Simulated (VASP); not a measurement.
Crystal: Ba.

```
Ba
1.0
    -2.50650    2.50650    2.50650
     2.50650   -2.50650    2.50650
     2.50650    2.50650   -2.50650
Ba
1
Direct
  0.00000 0.00000 0.00000
```

Base run:

* Program: VASP 6.6.1
* Functional: PBE
* Potentials or basis: VASP PAW PBE potentials, release 64 (Ba_sv)
* Cutoff: 500 eV
* k mesh: 5 × 5 × 5
* Occupations: fermi-dirac, width 0.05 eV
* Spin: no spin polarisation

Its results: band gap on the k mesh zero (band 5 reaches 1.83 eV, above the bottom of band 6 at 1.31 eV); pressure -0.1 GPa.

Task: The run is repeated on the same cell with these changes: k mesh from 5 × 5 × 5 to 3 × 3 × 3. What comes out?

Result: Band gap on the k mesh zero (band 5 reaches 1.77 eV, above the bottom of band 6 at 1.69 eV); pressure -0.5 GPa.

Caveats: some runs use coarse meshes; spin-orbit coupling is left out, which moves the levels of the heavy elements.
